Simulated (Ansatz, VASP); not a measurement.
Two plane-wave programs on TiO2

```
Ti O
1.0
     4.59410    0.00000    0.00000
     0.00000    4.59410    0.00000
     0.00000    0.00000    2.95890
Ti O
2 4
Direct
  0.00000 0.00000 0.00000
  0.50000 0.50000 0.50000
  0.30570 0.30570 0.00000
  0.19430 0.80570 0.50000
  0.69430 0.69430 0.00000
  0.80570 0.19430 0.50000
```

Alike in both runs: task single point; functional r2SCAN; k mesh 5 × 5 × 7; occupations fermi-dirac, width 0.01 eV; collinear spin.

|  | VASP | Ansatz |
| --- | --- | --- |
| version | VASP 6.6.1 | Ansatz 0.2.0 |
| potentials or method | VASP PAW PBE potentials, release 64 (Ti_sv, O), cutoff 520 eV | PAW, plane waves, scalar-relativistic |
| valence electrons in the cell | 48 | 48 |

```csv
,VASP,Ansatz,Ansatz less VASP
pressure (GPa),1.4,0.1,-1.25
"traceless stress, the component that is largest in VASP (GPa)",0.06,-0.44,-0.496
rms of the force components (eV/Å),0.086,0.069,-0.0170
net moment per atom (μB),0.00,0.00,0.000
```

VASP's potentials were made for PBE, not for r2SCAN. Atom by atom the forces differ by 0.017 eV/Å (rms over components). Ansatz's warnings: seeded moment not kept, stability check not made.
